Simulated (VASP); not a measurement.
Write the native input for VASP 6.6.1 that does the following.

| Quantity | Value |
| --- | --- |
| Task | single point |
| Functional | PBE |
| Potentials or basis | VASP PAW PBE potentials, release 64 (Ca_sv, Zn) |
| Cutoff | 520 eV |
| k mesh | 6 × 6 × 8 |
| Occupations | gaussian, width 0.1 eV |
| Spin | no spin polarisation |
| Dipole correction | no |
| Further INCAR settings | ALGO = Fast; EDIFF = 1e-07; NBANDS = 47 |

The structure of Ca4Zn3 lies in POSCAR:

```
Ca4Zn3
1.0
    6.7065192686      0.0000000000      0.0000000000
   -3.3532596343      5.8080160576      0.0000000000
    0.0000000000      0.0000000000      5.4557305427
Ca Zn
4 3
Direct
    0.0000000000      0.0000000000      0.5000000000
    0.5000000000      0.0000000000      0.0000000000
    0.0000000000      0.5000000000      0.0000000000
    0.5000000000      0.5000000000      0.0000000000
    0.3333333333      0.6666666667      0.5000000000
    0.6666666667      0.3333333333      0.5000000000
    0.0000000000      0.0000000000      0.0000000000
```

The cell was built from a structure type or drawn by symmetry, and may not be a known phase.

These files were run (other wordings do the same):

INCAR

```
SYSTEM = Ca4Zn3
PREC = Accurate ; ENCUT = 520
EDIFF = 1E-7 ; ISMEAR = 0
SIGMA = 0.1 ; LREAL = .FALSE.
LASPH = .TRUE. ; NELM = 60
ALGO = Fast ; ISIF = 2
LWAVE = .FALSE. ; LCHARG = .FALSE.
GGA = PE ; NBANDS = 47
```

KPOINTS

```
Automatic mesh
0
G
  6 6 8
  0 0 0
```

Potentials or basis: VASP PAW PBE potentials, release 64 (Ca_sv, Zn).

Launch:

```console
$ cat potpaw_PBE.64/Ca_sv/POTCAR potpaw_PBE.64/Zn/POTCAR > POTCAR
$ mpirun -np 1 vasp_std > vasp.out
```

It gave:

```yaml
Pressure: 0.1 GPa
Band_gap_on_the_k_mesh: zero (bands 38 and 39 overlap by 0.49 eV)
```

It took 13 min on 1 thread of Oxide Virtual Turin-like Processor (shared host), peak memory 0.46 GiB.
